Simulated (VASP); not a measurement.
# LiF (I4/mmm) in VASP: further runs, part 2 of 2

VASP 6.6.1. Earlier steps stand in the parts before.

## Step 3: Single point, r2SCAN (strain +0.0250 x Voigt [0, 1, 0, 0, 0, 0])

Contents of POSCAR:

```
LiF
1.0
    0.0000000000      2.0643500000      2.0140000000
    2.0140000000      0.0000000000      2.0140000000
    2.0140000000      2.0643500000      0.0000000000
Li F
1 1
Direct
    0.0000000000      0.0000000000      0.0000000000
    0.5000000000      0.5000000000      0.5000000000
```

Contents of INCAR.step1:

```
PREC = Accurate
ENCUT = 520
ISMEAR = 0
SIGMA = 0.05
LREAL = F
LASPH = T
NELM = 100
NBANDS = 12
GGA = PE
ALGO = Normal
EDIFF = 1E-4
LWAVE = T
LCHARG = F
```

Contents of INCAR.step2:

```
PREC = Accurate
ENCUT = 520
EDIFF = 1E-6
ISMEAR = 0
SIGMA = 0.05
LREAL = F
LASPH = T
NELM = 100
ALGO = Normal
ISIF = 2
LWAVE = F
LCHARG = F
METAGGA = R2SCAN
LMIXTAU = T
NBANDS = 12
ISTART = 1
```

Contents of KPOINTS:

```
regular mesh
0
Gamma
  10 10 10
```

Potentials or basis: VASP PAW PBE potentials, release 64 (Li_sv, F).

Command:

```
cat potpaw_PBE.64/Li_sv/POTCAR potpaw_PBE.64/F/POTCAR > POTCAR
cp INCAR.step1 INCAR
mpirun -np 1 vasp_std > vasp.out
cp INCAR.step2 INCAR
mpirun -np 1 vasp_std > vasp.out
```

OUTCAR:

```text
PREC = Accurate
   ENCUT = 520
   EDIFF = 1E-6
   ISMEAR = 0
   LREAL = F
   LASPH = T
   NELM = 100
   ISIF = 2
   METAGGA = R2SCAN
   ISTART = 1

 ion  position               nearest neighbor table
   1  0.000  0.000  0.000-   2 2.01   2 2.01   2 2.01   2 2.01   2 2.06   2 2.06
   2  0.500  0.500  0.500-   1 2.01   1 2.01   1 2.01   1 2.01   1 2.06   1 2.06

  LATTYP: Found a body centered tetragonal cell.
 ALAT       =     2.8482261146
 C/A-ratio  =     1.4495689014

  Lattice vectors:

 A1 = (   0.0000000000,  -2.0643500000,   2.0140000000)
 A2 = (   0.0000000000,  -2.0643500000,  -2.0140000000)
 A3 = (   2.0140000000,   2.0643500000,   0.0000000000)

Analysis of symmetry for initial positions (statically):
=====================================================================
 Subroutine PRICEL returns:
 Original cell was already a primitive cell.

 Routine SETGRP: Setting up the symmetry group for a
 body centered tetragonal supercell.

 Subroutine GETGRP returns: Found 16 space group operations
 (whereof 16 operations were pure point group operations)
 out of a pool of 16 trial point group operations.

The static configuration has the point symmetry D_4h.

Analysis of symmetry for dynamics (positions and initial velocities):
=====================================================================
 Subroutine PRICEL returns:
 Original cell was already a primitive cell.

 Routine SETGRP: Setting up the symmetry group for a
 body centered tetragonal supercell.

 Subroutine GETGRP returns: Found 16 space group operations
 (whereof 16 operations were pure point group operations)
 out of a pool of 16 trial point group operations.

The dynamic configuration has the point symmetry D_4h.

 Subroutine INISYM returns: Found 16 space group operations
 (whereof 16 operations are pure point group operations),
 and found     1 'primitive' translations

----------------------------------------------------------------------------------------

                                     Primitive cell

  volume of cell :      16.7468

  direct lattice vectors                    reciprocal lattice vectors
     0.000000000  2.064350000  2.014000000    -0.248262165  0.242206990  0.248262165
     2.014000000  0.000000000  2.014000000     0.248262165 -0.242206990  0.248262165
     2.014000000  2.064350000  0.000000000     0.248262165  0.242206990 -0.248262165

  length of vectors
     2.884048703  2.848226115  2.884048703     0.426535381  0.426535381  0.426535381

  position of ions in fractional coordinates (direct lattice)
     0.000000000  0.000000000  0.000000000
     0.500000000  0.500000000  0.500000000

  ion indices of the primitive-cell ions
   primitive index   ion index
                 1           1
                 2           2

----------------------------------------------------------------------------------------

 KPOINTS: regular mesh

Automatic generation of k-mesh.
 Grid dimensions read from file:
 generate k-points for:   10   10   10

 Generating k-lattice:

  Cartesian coordinates                     Fractional coordinates (reciprocal lattice)
    -0.024826216  0.024220699  0.024826216     0.100000000  0.000000000 -0.000000000
     0.024826216 -0.024220699  0.024826216     0.000000000  0.100000000  0.000000000
     0.024826216  0.024220699 -0.024826216    -0.000000000  0.000000000  0.100000000

  Length of vectors
     0.042653538  0.042653538  0.042653538

  Shift w.r.t. Gamma in fractional coordinates (k-lattice)
     0.000000000  0.000000000  0.000000000

 Subroutine IBZKPT returns following result:
 ===========================================

 Found    102 irreducible k-points:

 Following reciprocal coordinates:
            Coordinates               Weight
  0.000000  0.000000  0.000000      1.000000
  0.100000  0.000000  0.000000      8.000000
  0.200000  0.000000  0.000000      8.000000
  0.300000  0.000000  0.000000      8.000000
  0.400000  0.000000  0.000000      8.000000
  0.500000  0.000000  0.000000      4.000000
[... 16 lines left out ...]
  0.300000  0.300000  0.000000      4.000000
  0.400000  0.300000  0.000000     16.000000
 [... further k-points ...]
   k-points           NKPTS =    102   k-points in BZ     NKDIM =    102   number of bands    NBANDS=     12
   number of dos      NEDOS =    301   number of ions     NIONS =      2
   total plane-waves  NPLWV =  13824
   dimension x,y,z NGX =    24 NGY =   24 NGZ =   24
   dimension x,y,z NGXF=    48 NGYF=   48 NGZF=   48
   ions per type =               1   1
   NGX,Y,Z   is equivalent  to a cutoff of  13.83, 14.01, 13.83 a.u.
   NGXF,Y,Z  is equivalent  to a cutoff of  27.67, 28.02, 27.67 a.u.
 SYSTEM =  unknown system
   PREC   = accura    normal or accurate (medium, high low for compatibility)
   ISTART =      1    job   : 0-new  1-cont  2-samecut
   ICHARG =      0    charge: 1-file 2-atom 10-const
   ISPIN  =      1    spin polarized calculation?
   LNONCOLLINEAR =      F non collinear calculations
   LSORBIT =      F    spin-orbit coupling
   LASPH  =      T    aspherical Exc in radial PAW
   ENCUT  =  520.0 eV  38.22 Ry    6.18 a.u.   5.36  5.30  5.36*2*pi/ulx,y,z
   NELM   =    100;   NELMIN=  2; NELMDL=  0     # of ELM steps
   EDIFF  = 0.1E-05   stopping-criterion for ELM
   LREAL  =      F    real-space projection
   EDIFFG = 0.1E-04   stopping-criterion for IOM
   NSW    =      0    number of steps for IOM
   IBRION =     -1    ionic relax: 0-MD 1-quasi-New 2-CG
   NFREE  =      0    steps in history (QN), initial steepest desc. (CG)
   ISIF   =      2    stress and relaxation
   ISYM   =      2    0-nonsym 1-usesym 2-fastsym
   POTIM  = 0.5000    time-step for ionic-motion
   TEBEG  =    0.0;   TEEND  =   0.0 temperature during run
   PSTRESS=    0.0 pullay stress
   NELECT =      10.0000    total number of electrons
   NUPDOWN=      -1.0000    fix difference up-down
   EMIN   =  10.00;   EMAX   =-10.00  energy-range for DOS
   EFERMI =   0.00;   METHOD = LEGACY
   ISMEAR =     0;   SIGMA  =   0.05  broadening in eV -4-tet -1-fermi 0-gaus
   EFERMI_NEDOS =   21; number of points for ismear=-14 and -15
   IALGO  =     38    algorithm
   IMIX   =      4    mixing-type and parameters
     AMIX     =   0.40;   BMIX     =  1.00
     AMIX_MAG =   1.60;   BMIX_MAG =  1.00
  volume/ion in A,a.u.               =       8.37        56.51
  Fermi-wavevector in a.u.,A,eV,Ry     =   1.378576  2.605131 25.857492  1.900472
  Thomas-Fermi vector in A             =   2.503625
   LORBIT       =      0    0 simple, 1 ext, 2 COOP (PROOUT), +10 PAW based schemes
   METAGGA = R2SCAN    functional components
   LHFCALC =     F    Hartree Fock is set to
   AEXX    =    0.0000 exact exchange contribution
   IVDW    =     0    specifies the selected vdW correction
   LEPSILON=     F    determine dielectric tensor
   LRPA    =     F    only Hartree local field effects (RPA)
 non-spin polarized calculation
 Gauss-broadening in eV      SIGMA  =   0.05
  energy-cutoff  :      520.00
  volume of cell :       16.75
 maximum number of plane-waves:       463
 NGX is ok and might be reduce to    24
   NGX = 11   NGY = 11   NGZ = 11

 number of electron       9.9999994 magnetization

 Free energy of the ion-electron system (eV)
  ---------------------------------------------------
  ext. energy  EPLUGINS =         0.00000000
  ---------------------------------------------------
  free energy    TOTEN  =       -11.88952808 eV

  energy without entropy =      -11.88952808  energy(sigma->0) =      -11.88952808

 E-fermi :  -1.3479     XC(G=0): -10.4133

 val. band max:       -1.7518109276   @ k =   0.0000   0.0000   0.0000
 cond. band min:       8.2384401153   @ k =   0.0000   0.0000   0.0000
 fundamental gap:      9.9902510429
 Fermi energy:        -1.3478933274

 k-point     1 :       0.0000    0.0000    0.0000
  band No.  band energies     occupation
      1     -43.9020      2.00000
      2     -22.8167      2.00000
      3      -1.8044      2.00000
      4      -1.8044      2.00000
      5      -1.7518      2.00000
      6       8.2384      0.00000
      7      23.3226      0.00000
      8      23.5199      0.00000
      9      23.5200      0.00000
     10      23.5202      0.00000
     11      24.1474      0.00000
     12      24.1478      0.00000
[... 331 lines left out ...]
 k-point    24 :       0.4000    0.3000    0.0000
  band No.  band energies     occupation
      1     -43.8482      2.00000
      2     -22.3288      2.00000
      3      -4.0062      2.00000
      4      -2.6721      2.00000
      5      -2.5159      2.00000
      6      12.3210      0.00000
      7      15.8349      0.00000
      8      18.1826      0.00000
      9      19.5938      0.00000
     10      20.6224      0.00000
     11      33.3359      0.00000
     12      34.0652      0.00000

 [... further k-points ...]
[... 5 lines left out ...]
  --------------------------------------------------------------------------------------
  -------------------------------------------------------------------------------------
  Total       -0.4115352     -0.5779555     -0.4115352      0.0000000     -0.0000000      0.0000000
  in kB      -39.3718038    -55.2933257    -39.3718038      0.0000000     -0.0000000      0.0000000
  external PRESSURE =     -44.6789777 kB  Pullay stress =       0.0000000 kB

 VOLUME and BASIS-vectors are now :
 -----------------------------------------------------------------------------
  energy-cutoff  :      520.00
  volume of cell :       16.75
      direct lattice vectors                 reciprocal lattice vectors
     0.000000000  2.064350000  2.014000000    -0.248262165  0.242206990  0.248262165
     2.014000000  0.000000000  2.014000000     0.248262165 -0.242206990  0.248262165
     2.014000000  2.064350000  0.000000000     0.248262165  0.242206990 -0.248262165

 POSITION                                       TOTAL-FORCE (eV/Angst)
 -----------------------------------------------------------------------------------
      0.00000      0.00000      0.00000        -0.000000      0.000000      0.000000
      2.01400      2.06435      2.01400         0.000000     -0.000000     -0.000000
 -----------------------------------------------------------------------------------
    total drift:                               -0.000000     -0.000000      0.000000

  FREE ENERGIE OF THE ION-ELECTRON SYSTEM (eV)
  ---------------------------------------------------
  free  energy   TOTEN  =       -11.8895280806 eV

  energy  without entropy=      -11.8895280806  energy(sigma->0) =      -11.88952808
```

OUTCAR.step1:

```text
PREC = Accurate
   ENCUT = 520
   ISMEAR = 0
   LREAL = F
   LASPH = T
[... 584 lines left out ...]
 -----------------------------------------------------------------------------------
      0.00000      0.00000      0.00000         0.000000     -0.000000      0.000000
      2.01400      2.06435      2.01400        -0.000000      0.000000      0.000000
 -----------------------------------------------------------------------------------
    total drift:                               -0.000000     -0.000000      0.000000

  FREE ENERGIE OF THE ION-ELECTRON SYSTEM (eV)
  ---------------------------------------------------
  free  energy   TOTEN  =        -9.6392970370 eV

  energy  without entropy=       -9.6392970370  energy(sigma->0) =       -9.63929704
```

OSZICAR.step1:

```text
N       E                     dE             d eps       ncg     rms          rms(c)
DAV:   1     0.313091539020E+02    0.31309E+02   -0.55273E+03  2544   0.849E+02
DAV:   2    -0.906370522063E+01   -0.40373E+02   -0.39530E+02  2948   0.185E+02
DAV:   3    -0.101377755501E+02   -0.10741E+01   -0.10707E+01  3204   0.267E+01
DAV:   4    -0.101517471356E+02   -0.13972E-01   -0.13971E-01  2788   0.309E+00
DAV:   5    -0.101519375707E+02   -0.19044E-03   -0.19043E-03  3156   0.272E-01    0.455E+00
DAV:   6    -0.962798167314E+01    0.52396E+00   -0.25500E+00  2764   0.982E+00    0.141E+00
DAV:   7    -0.963231548406E+01   -0.43338E-02   -0.17882E-02  3252   0.118E+00    0.866E-01
DAV:   8    -0.963926920792E+01   -0.69537E-02   -0.15512E-02  2936   0.129E+00    0.112E-01
DAV:   9    -0.963929703702E+01   -0.27829E-04   -0.95654E-04  2852   0.278E-01
   1 F= -.96392970E+01 E0= -.96392970E+01  d E =-.827794E-13
```

Wall time 74 s (1 thread of Intel Xeon 8259CL, shared host); peak memory 0.15 GiB.

What came out:

| Property | Result |
| --- | --- |
| Free energy | -11.8895 eV |
| Band gap on the k mesh | 9.99 eV |

Caveat: the cell differs from its parent crystal (strain +0.0250 x Voigt [0, 1, 0, 0, 0, 0]); the cutoff is under 1.25 times the usual one of these potentials, so pressure, stress and relaxed cells hold a basis-set (Pulay) error; the PAW data sets were made with another functional, which shifts forces and pressure a little. A k mesh can miss the band edges.
